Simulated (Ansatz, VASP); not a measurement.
**Se in VASP and in Ansatz**

```
CELL_PARAMETERS angstrom
-1.70345 1.70345 1.70345
1.70345 -1.70345 1.70345
1.70345 1.70345 -1.70345
ATOMIC_POSITIONS crystal
Se 0.00000 0.00000 0.00000
```

Alike in both runs: task single point; functional r2SCAN; dispersion rVV10; k mesh 8 × 8 × 8; occupations gaussian, width 0.1 eV; no spin polarisation.

```csv
,VASP,Ansatz
version,VASP 6.6.1,Ansatz 0.2.0
potentials or method,"VASP PAW PBE potentials, release 64 (Se), cutoff 550 eV","scalar-relativistic, plane waves, PAW"
valence electrons in the cell,6,16
```

Ansatz gave:

| Item | Value |
| --- | --- |
| gap on the k mesh at the Fermi level (eV) | none |
| pressure (GPa) | 0.4 |

Q: What did VASP give for the same quantities?

A: gap on the k mesh at the Fermi level (eV): none; pressure (GPa): 0.5.

VASP's potentials were made for PBE, not for r2SCAN. A gap of «none» marks a metal or a gap that the smearing closes. VASP's potentials hold 6 valence electrons a cell and Ansatz's 16, so a difference there can come from the potentials and not from the codes.
